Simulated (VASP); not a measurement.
Crystal: Be3Te2Se.

```
CELL_PARAMETERS angstrom
-1.88350 1.88350 7.99000
1.88350 -1.88350 7.99000
1.88350 1.88350 -7.99000
ATOMIC_POSITIONS crystal
Be 0.75000 0.25000 0.50000
Be 0.08333 0.58333 0.50000
Be 0.41667 0.91667 0.50000
Te 0.66670 0.66670 0.00000
Te 0.33330 0.33330 0.00000
Se 0.00000 0.00000 0.00000
```

* Program: VASP 6.6.1
* Task: relaxation of cell and atoms
* Functional: PBE
* Potentials or basis: VASP PAW PBE potentials, release 64 (Be, Te, Se)
* Cutoff: 600 eV
* k mesh: 4 × 4 × 4
* Occupations: gaussian, width 0.15 eV
* Spin: no spin polarisation

At the start: pressure 8.7 GPa; volume 18.90 Å³/atom.

Where does the relaxation end?

Over 7 steps the energy falls by 83.4 meV/atom and the volume is 21.01 Å³/atom (+11.2 %); space group I-4m2 (No. 119, to 0.05 Å).

Step by step:
```
step  energy change (eV)  largest force (eV/Å)  pressure (GPa)  volume (Å³)
   1              0.0000                1.3198            8.69       113.38
   2             -0.4125                0.4182           -2.07       131.04
   3             -0.4278                0.5438           -0.65       127.86
   4             -0.4644                0.3702           -0.39       127.04
   5             -0.4983                0.1173            0.33       125.14
   6             -0.4984                0.1234            0.29       125.22
   7             -0.5001                0.0138           -0.14       126.09
```

Final structure:
```
Be Te Se
1.0
    -1.96089    1.96089    8.19784
     1.96089   -1.96089    8.19784
     1.96089    1.96089   -8.19784
Be Te Se
3 2 1
Direct
  0.75000 0.25000 0.50000
  0.07450 0.57450 0.50000
  0.42550 0.92550 0.50000
  0.66255 0.66255 0.00000
  0.33745 0.33745 0.00000
  0.00000 0.00000 0.00000
```

Caveat: the k points lie up to 0.57 Å⁻¹ apart in the final cell; the relaxation stopped at a loose force limit of 0.08 eV/Å, so its end isn't a converged minimum.
